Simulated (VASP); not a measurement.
# Zn16HS16 (a cell with a defect) in VASP: relaxation of the atoms with PBE

Aim: the relaxation of the atoms of Zn16HS16 (a cell with a defect) with PBE.

All numbers are computed with VASP 6.6.1; they aren't measurements. Logs are shortened: lines on timing, memory, paths and dates and some standing lists are left out, and cuts for length are marked.

**1. The cell of the first run**

The cell holds a defect, 33 atoms: a = 9.429 Å, b = 9.429 Å, c = 9.429 Å, α = 109.47°, β = 109.47°, γ = 109.47°.

**2. Relaxation of the atoms, PBE**

File INCAR:

```
PREC = Accurate
ENCUT = 450
EDIFF = 1E-7
ISMEAR = -1
SIGMA = 0.01
LREAL = Auto
LASPH = T
NELM = 120
ALGO = Normal
ISIF = 2
LWAVE = F
LCHARG = F
GGA = PE
IBRION = 2
NSW = 90
EDIFFG = -0.02
NELECT = 290.0
GGA_COMPAT = F
NELMIN = 4
```

File KPOINTS:

```
Automatic mesh
0
Gamma
  1 1 1
  0.25 0.25 0.25
```

File POSCAR:

```
Zn16HS16
1.0
   -5.4436607500      5.4436607500     -5.4436607500
    5.4436607500      5.4436607500      5.4436607500
    5.4436607500     -5.4436607500     -5.4436607500
Zn S H
16 16 1
Direct
    0.0000000000      0.0000000000      0.0000000000
    0.0000000000      0.2500000000      0.7500000000
    0.0000000000      0.5000000000      0.5000000000
    0.0000000000      0.7500000000      0.2500000000
    0.2500000000      0.0000000000      0.7500000000
    0.2500000000      0.2500000000      0.5000000000
    0.2500000000      0.5000000000      0.2500000000
    0.2500000000      0.7500000000      0.0000000000
    0.5000000000      0.0000000000      0.5000000000
    0.5000000000      0.2500000000      0.2500000000
    0.5000000000      0.5000000000      0.0000000000
    0.5000000000      0.7500000000      0.7500000000
    0.7500000000      0.0000000000      0.2500000000
    0.7500000000      0.2500000000      0.0000000000
    0.7500000000      0.5000000000      0.7500000000
    0.7500000000      0.7500000000      0.5000000000
    0.0000000000      0.0000000000      0.7500000000
    0.0000000000      0.2500000000      0.5000000000
    0.0000000000      0.5000000000      0.2500000000
    0.0000000000      0.7500000000      0.0000000000
    0.2500000000      0.0000000000      0.5000000000
    0.2500000000      0.2500000000      0.2500000000
    0.2500000000      0.5000000000      0.0000000000
    0.2500000000      0.7500000000      0.7500000000
    0.5000000000      0.0000000000      0.2500000000
    0.5000000000      0.2500000000      0.0000000000
    0.5000000000      0.5000000000      0.7500000000
    0.5000000000      0.7500000000      0.5000000000
    0.7500000000      0.0000000000      0.0000000000
    0.7500000000      0.2500000000      0.7500000000
    0.7500000000      0.5000000000      0.5000000000
    0.7500000000      0.7500000000      0.2500000000
    0.0000000000      0.2500000000      0.0000000000
```

Potentials or basis: VASP PAW PBE potentials, release 64 (Zn, S, H).

The run is started by

```
> cat potpaw_PBE.64/Zn/POTCAR potpaw_PBE.64/S/POTCAR potpaw_PBE.64/H/POTCAR > POTCAR
> mpirun -np 1 vasp_std > vasp.out
```

OUTCAR:

```text
PREC = Accurate
   ENCUT = 450
   EDIFF = 1E-7
   ISMEAR = -1
   LREAL = Auto
   LASPH = T
   NELM = 120
   ISIF = 2
   GGA = PE
   IBRION = 2
   NSW = 90
   EDIFFG = -0.02
   NELECT = 290.0
   NELMIN = 4

 ion  position               nearest neighbor table
   1  0.000  0.000  0.000-  17 2.36  20 2.36  22 2.36  29 2.36
   2  0.000  0.250  0.750-  17 2.36  18 2.36  23 2.36  30 2.36
   3  0.000  0.500  0.500-  18 2.36  19 2.36  24 2.36  31 2.36
   4  0.000  0.750  0.250-  19 2.36  20 2.36  21 2.36  32 2.36
   5  0.250  0.000  0.750-  17 2.36  21 2.36  24 2.36  26 2.36
   6  0.250  0.250  0.500-  18 2.36  21 2.36  22 2.36  27 2.36
[... 24 lines left out ...]
  31  0.750  0.500  0.500-   3 2.36  10 2.36  15 2.36  16 2.36
  32  0.750  0.750  0.250-   4 2.36  11 2.36  13 2.36  16 2.36
  33  0.000  0.250  0.000-

  LATTYP: Found a body centered cubic cell.
 ALAT       =    10.8873215000

  Lattice vectors:

 A1 = (  -5.4436607500,   5.4436607500,  -5.4436607500)
 A2 = (   5.4436607500,   5.4436607500,   5.4436607500)
 A3 = (   5.4436607500,  -5.4436607500,  -5.4436607500)

Analysis of symmetry for initial positions (statically):
=====================================================================
 Subroutine PRICEL returns:
 Original cell was already a primitive cell.

 Routine SETGRP: Setting up the symmetry group for a
 body centered cubic supercell.

 Subroutine GETGRP returns: Found 24 space group operations
 (whereof  6 operations were pure point group operations)
 out of a pool of 48 trial point group operations.

The static configuration has the point symmetry C_3v.
 The point group associated with its full space group is T_d .

Analysis of symmetry for dynamics (positions and initial velocities):
=====================================================================
 Subroutine PRICEL returns:
 Original cell was already a primitive cell.

 Routine SETGRP: Setting up the symmetry group for a
 body centered cubic supercell.

 Subroutine GETGRP returns: Found 24 space group operations
 (whereof  6 operations were pure point group operations)
 out of a pool of 48 trial point group operations.

The dynamic configuration has the point symmetry C_3v.
 The point group associated with its full space group is T_d .

 Subroutine INISYM returns: Found 24 space group operations
 (whereof  6 operations are pure point group operations),
 and found     1 'primitive' translations
[... 152 lines left out ...]
     AMIX     =   0.40;   BMIX     =  1.00
     AMIX_MAG =   1.60;   BMIX_MAG =  1.00
  volume/ion in A,a.u.               =      19.55       131.95
  Fermi-wavevector in a.u.,A,eV,Ry     =   1.253997  2.369710 21.395272  1.572508
  Thomas-Fermi vector in A             =   2.387823
   LORBIT       =      0    0 simple, 1 ext, 2 COOP (PROOUT), +10 PAW based schemes
   GGA     = PE    functional components
   LHFCALC =     F    Hartree Fock is set to
   AEXX    =    0.0000 exact exchange contribution
   IVDW    =     0    specifies the selected vdW correction
   LEPSILON=     F    determine dielectric tensor
   LRPA    =     F    only Hartree local field effects (RPA)
 conjugate gradient relaxation of ions
 non-spin polarized calculation
  energy-cutoff  :      450.00
  volume of cell :      645.26
 maximum number of plane-waves:     13916
 NGX is ok and might be reduce to    70
   NGX = 33   NGY = 33   NGZ = 33

--------------------------------------- Ionic step        1  -------------------------------------------

 number of electron     290.0000370 magnetization

 Free energy of the ion-electron system (eV)
  ---------------------------------------------------
  ext. energy  EPLUGINS =         0.00000000
  ---------------------------------------------------
  free energy    TOTEN  =      -106.41478659 eV

  energy without entropy =     -106.41478659  energy(sigma->0) =     -106.41478659

------------------------ aborting loop because EDIFF is reached ----------------------------------------

  FORCE on cell =-STRESS in cart. coord.  units (eV):
  Direction    XX          YY          ZZ          XY          YZ          ZX
  --------------------------------------------------------------------------------------
  -------------------------------------------------------------------------------------
  Total       10.8615745     10.8615745     10.8615745     -0.0000000      0.0000000      0.0000000
  in kB       26.9693338     26.9693338     26.9693338     -0.0000000      0.0000000      0.0000000
  external PRESSURE =      26.9693338 kB  Pullay stress =       0.0000000 kB
[... 182 lines left out ...]
  FREE ENERGIE OF THE ION-ELECTRON SYSTEM (eV)
  ---------------------------------------------------
  free  energy   TOTEN  =      -106.8873684724 eV

  energy  without entropy=     -106.8873684724  energy(sigma->0) =     -106.88736847

[... ionic steps 4 to 7 ...]

--------------------------------------- Ionic step        8  -------------------------------------------

 number of electron     290.0000056 magnetization

------------------------ aborting loop because EDIFF is reached ----------------------------------------
[... 129 lines left out ...]
--------------------------------------- Ionic step       10  -------------------------------------------

 number of electron     290.0000032 magnetization

 Free energy of the ion-electron system (eV)
  ---------------------------------------------------
  ext. energy  EPLUGINS =         0.00000000
  ---------------------------------------------------
  free energy    TOTEN  =      -107.29782594 eV

  energy without entropy =     -107.29782594  energy(sigma->0) =     -107.29782594

 E-fermi :   2.6221     XC(G=0):  -9.5837

 val. band max:        2.3761021139   @ k =   0.2500   0.2500   0.2500
 cond. band min:       5.2862176509   @ k =   0.2500   0.2500   0.2500
 fundamental gap:      2.9101155370
 Fermi energy:         2.6220615641

 k-point     1 :       0.2500    0.2500    0.2500
  band No.  band energies     occupation
      1     -10.6712      2.00000
      2     -10.6712      2.00000
      3     -10.6712      2.00000
      4     -10.5933      2.00000
      5     -10.0957      2.00000
      6     -10.0957      2.00000
[... 149 lines left out ...]
    156       6.2433      0.00000
    157       6.2433      0.00000
 [bands above 157 left out]

------------------------ aborting loop because EDIFF is reached ----------------------------------------

  FORCE on cell =-STRESS in cart. coord.  units (eV):
  Direction    XX          YY          ZZ          XY          YZ          ZX
  --------------------------------------------------------------------------------------
  -------------------------------------------------------------------------------------
  Total       11.3069652     11.3069652     11.3069652      0.0000000     -0.0000000      0.0000000
  in kB       28.0752409     28.0752409     28.0752409      0.0000000     -0.0000000      0.0000000
  external PRESSURE =      28.0752409 kB  Pullay stress =       0.0000000 kB
[... 48 lines left out ...]
  FREE ENERGIE OF THE ION-ELECTRON SYSTEM (eV)
  ---------------------------------------------------
  free  energy   TOTEN  =      -107.2978259370 eV

  energy  without entropy=     -107.2978259370  energy(sigma->0) =     -107.29782594

 reached required accuracy - stopping structural energy minimisation
```

OSZICAR:

```text
N       E                     dE             d eps       ncg     rms          rms(c)
DAV:   1     0.266720744232E+04    0.26672E+04   -0.11549E+05   348   0.181E+03
DAV:   2     0.398572679469E+03   -0.22686E+04   -0.21849E+04   348   0.462E+02
DAV:   3    -0.725862085098E+02   -0.47116E+03   -0.45161E+03   378   0.183E+02
[... 122 lines left out ...]
DAV:   4    -0.107297825717E+03    0.10474E-04   -0.33988E-05   512   0.400E-02    0.212E-02
DAV:   5    -0.107297826437E+03   -0.72052E-06   -0.16441E-05   464   0.185E-02    0.709E-03
DAV:   6    -0.107297826148E+03    0.28874E-06   -0.11770E-06   408   0.720E-03    0.539E-03
DAV:   7    -0.107297825980E+03    0.16834E-06   -0.57419E-07   328   0.533E-03    0.311E-03
DAV:   8    -0.107297825937E+03    0.43194E-07   -0.20219E-07   240   0.286E-03
  10 F= -.10729783E+03 E0= -.10729783E+03  d E =-.317681E-03
```

Run time: 70 min. Hardware: 1 thread of Intel Xeon 8259CL, shared host; peak memory 0.82 GiB.

Results:

```
Free energy                  : -107.2978 eV
Energy gained by relaxing    : 26.8 meV/atom
Ionic steps                  : 10
Largest force after relaxing : 0.012 eV/Å
```

Forces in eV/Å, atoms in the order of the input:
```
Zn  -0.007 -0.007 -0.007
Zn  -0.007  0.007  0.007
Zn   0.003 -0.002 -0.002
Zn   0.003  0.002  0.002
Zn  -0.003  0.002 -0.002
Zn   0.002 -0.002 -0.003
Zn   0.007  0.007 -0.007
Zn   0.002  0.003  0.002
Zn  -0.002 -0.002  0.003
Zn  -0.002  0.002 -0.003
Zn  -0.002  0.003 -0.002
Zn  -0.002 -0.003  0.002
Zn   0.002 -0.003 -0.002
Zn   0.007 -0.007  0.007
Zn   0.002  0.002  0.003
Zn  -0.003 -0.002  0.002
S    0.010  0.000  0.000
S   -0.005  0.005  0.005
S   -0.010  0.000  0.000
S   -0.005 -0.005 -0.005
S    0.000  0.000  0.000
S    0.000  0.000  0.010
S    0.000 -0.010  0.000
S    0.000  0.000  0.000
S    0.000  0.000  0.000
S    0.005 -0.005  0.005
S    0.000  0.000  0.000
S    0.005  0.005 -0.005
S    0.000  0.010  0.000
S    0.000  0.000 -0.010
S    0.000  0.000  0.000
S    0.000  0.000  0.000
H    0.000  0.000  0.000
```

Step by step:
```tsv
step	energy change (eV)	largest force (eV/Å)	pressure (GPa)
1	0.0000	0.9474	2.70
2	-0.2994	0.7531	2.73
3	-0.4726	0.4866	2.88
4	-0.6351	0.3367	2.86
5	-0.8171	0.2227	2.96
6	-0.8677	0.1686	2.90
7	-0.8737	0.1452	2.87
8	-0.8823	0.0401	2.83
9	-0.8827	0.0246	2.82
10	-0.8830	0.0124	2.81
```

Final structure:
```cif
data_structure
_symmetry_space_group_name_H-M 'P 1'
_symmetry_Int_Tables_number 1
_cell_length_a 9.4287
_cell_length_b 9.4287
_cell_length_c 9.4287
_cell_angle_alpha 109.471
_cell_angle_beta 109.471
_cell_angle_gamma 109.471
_cell_volume 645.26
loop_
_atom_site_label
_atom_site_type_symbol
_atom_site_fract_x
_atom_site_fract_y
_atom_site_fract_z
_atom_site_occupancy
Zn1 Zn 0.00000 0.03388 0.00000 1
Zn2 Zn 0.00000 0.25000 0.78388 1
Zn3 Zn 0.00000 0.49717 0.50482 1
Zn4 Zn 0.00000 0.75482 0.24718 1
Zn5 Zn 0.25764 0.00282 0.75282 1
Zn6 Zn 0.24718 0.25000 0.50482 1
Zn7 Zn 0.21612 0.46612 0.21612 1
Zn8 Zn 0.24718 0.75482 0.00000 1
Zn9 Zn 0.49518 0.99236 0.49518 1
Zn10 Zn 0.50482 0.25000 0.24718 1
Zn11 Zn 0.50482 0.49717 0.00000 1
Zn12 Zn 0.49518 0.74518 0.74236 1
Zn13 Zn 0.75282 0.00282 0.25764 1
Zn14 Zn 0.78388 0.25000 0.00000 1
Zn15 Zn 0.75282 0.50764 0.75282 1
Zn16 Zn 0.74236 0.74518 0.49518 1
S1 S 0.00000 0.98859 0.73859 1
S2 S 0.00000 0.25000 0.51005 1
S3 S 0.00000 0.51141 0.26141 1
S4 S 0.00000 0.76005 0.00000 1
S5 S 0.25000 0.00000 0.50000 1
S6 S 0.26141 0.25000 0.26141 1
S7 S 0.26141 0.51141 0.00000 1
S8 S 0.25000 0.75000 0.75000 1
S9 S 0.50000 0.00000 0.25000 1
S10 S 0.51005 0.25000 0.00000 1
S11 S 0.50000 0.50000 0.75000 1
S12 S 0.48995 0.73995 0.48995 1
S13 S 0.73859 0.98859 0.00000 1
S14 S 0.73859 0.25000 0.73859 1
S15 S 0.75000 0.50000 0.50000 1
S16 S 0.75000 0.75000 0.25000 1
H1 H 0.00000 0.25000 0.00000 1
```

Levels at points of the mesh, in eV from the Fermi level:
| k point | band 141 | band 142 | band 143 | band 144 | band 145 | band 146 | band 147 | band 148 | band 149 | band 150 |
| --- | --- | --- | --- | --- | --- | --- | --- | --- | --- | --- |
| (0.25, 0.25, 0.25) | -1.13 | -1.06 | -1.06 | -1.06 | -0.25 | 2.66 | 2.66 | 2.66 | 2.99 | 3.42 |

Caveat: the k points lie up to 0.82 Å⁻¹ apart, too coarse for converged energies, forces and pressures; the cell carries a net charge on a neutralising background, which shifts energy and pressure; the cell is charged against a uniform background, so pressure and absolute levels hang on convention.
